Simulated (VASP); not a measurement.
BeAl3:

```
Al Be
1.0
    -1.94219    1.94219    3.85189
     1.94219   -1.94219    3.85189
     1.94219    1.94219   -3.85189
Al Be
3 1
Direct
  0.50000 0.50000 0.00000
  0.25000 0.75000 0.50000
  0.75000 0.25000 0.50000
  0.00000 0.00000 0.00000
```

Program: VASP 6.6.1. Alike in all runs: task single point; no spin polarisation; cell as given; k mesh 6 × 6 × 6; cutoff (eV) 520; smearing fermi-dirac 0.05 eV. Hardware: 1 thread of AMD EPYC 7R43 64-Core Processor (Zen 3), with other jobs on the host.

Task: Order these runs on this cell by their wall time, lowest first.
A. level r2SCAN; potentials or basis VASP PAW PBE potentials, release 64 (Al, Be)
B. level LDA; potentials or basis VASP PAW LDA potentials, release 64 (Al, Be)
C. level BLYP; potentials or basis VASP PAW PBE potentials, release 64 (Al, Be)

Result: B (34 s), C (79 s), A (240 s).

Caveats: all runs use coarse meshes.
